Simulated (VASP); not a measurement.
Here is a VASP 6.6.1 calculation.

File INCAR:

```
ALGO = Normal ; EDIFF = 1E-6
ENCUT = 520 ; GGA = PE
ISIF = 2 ; ISMEAR = 0
LASPH = True ; LCHARG = False
LREAL = False ; LWAVE = False
NBANDS = 24 ; NELM = 60
PREC = Accurate ; SIGMA = 0.1
```

Contents of KPOINTS:

```
k-points
0
Gamma
  6 6 4
```

POSCAR

```
NaZrO2
1.0
    3.1377655931     -0.0000000022      0.0000000000
   -1.5688827946      2.7173847159      0.0000000000
    0.0000000000      0.0000000000      5.9728276474
Na Zr O
1 1 2
Direct
    0.0000000000      0.0000000000      0.0000000000
    0.0000000000      0.0000000000      0.5000000000
    0.3333333333      0.6666666667      0.7173241282
    0.6666666667      0.3333333333      0.2826758718
```

Potentials or basis: VASP PAW PBE potentials, release 64 (Na_pv, Zr_sv, O).

Launch:

```console
$ cat potpaw_PBE.64/Na_pv/POTCAR potpaw_PBE.64/Zr_sv/POTCAR potpaw_PBE.64/O/POTCAR > POTCAR
$ mpirun -np 1 vasp_std > vasp.out
```

Q: What does it give for the band gap on the k mesh?

A: Zero (an odd number of electrons rules out a gap without spin polarisation).

Q: Predict the largest force.

A: 0.038 eV/Å.

Forces in eV/Å, atoms in the order of the input:
```
Na   0.000  0.000  0.000
Zr   0.000  0.000  0.000
O    0.000  0.000  0.038
O    0.000  0.000 -0.038
```

Caveat: the k points lie up to 0.39 Å⁻¹ apart, too coarse for converged energies and pressures of a metal; an odd number of electrons without spin polarisation forces a metal; a magnetic or distorted state may lie lower.
